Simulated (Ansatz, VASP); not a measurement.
## Te: VASP beside Ansatz

```
Te
1.0
     4.45400    0.00000    0.00000
    -2.22700    3.85728    0.00000
     0.00000    0.00000    5.92400
Te
3
Direct
  0.73100 0.73100 0.00000
  0.00000 0.26900 0.66667
  0.26900 0.00000 0.33333
```

Alike in both runs: functional PBEsol-based screened hybrid; k mesh 4 × 4 × 3; occupations fermi-dirac, width 0.05 eV; no spin polarisation.

|  | VASP | Ansatz |
| --- | --- | --- |
| version | VASP 6.6.1 | Ansatz 0.2.0 |
| potentials or method | VASP PAW PBE potentials, release 64 (Te) | Ansatz PAW |
| plane-wave cutoff (eV) | 520 | 420 |
| valence electrons in the cell | 18 | 48 |
| task | single point | band structure |

Ansatz gave:

| Quantity | Value |
| --- | --- |
| pressure (GPa) | -1.7 |
| traceless stress, the component that is largest in VASP (GPa) | -0.73 |
| rms of the force components (eV/Å) | 0.187 |

Q: Estimate VASP's values.

A: Pressure (GPa): -2.1; traceless stress, the component that is largest in VASP (GPa): -0.85; rms of the force components (eV/Å): 0.193.

VASP's potentials were made for PBE, not for PBEsol-based screened hybrid. Atom by atom the forces differ by 0.006 eV/Å (rms over components). With one functional, cell and mesh, what is left measures potentials, basis and numerics. VASP's potentials hold 18 valence electrons a cell and Ansatz's 48, so a difference there can come from the potentials and not from the codes.

Spin-orbit coupling is off throughout.
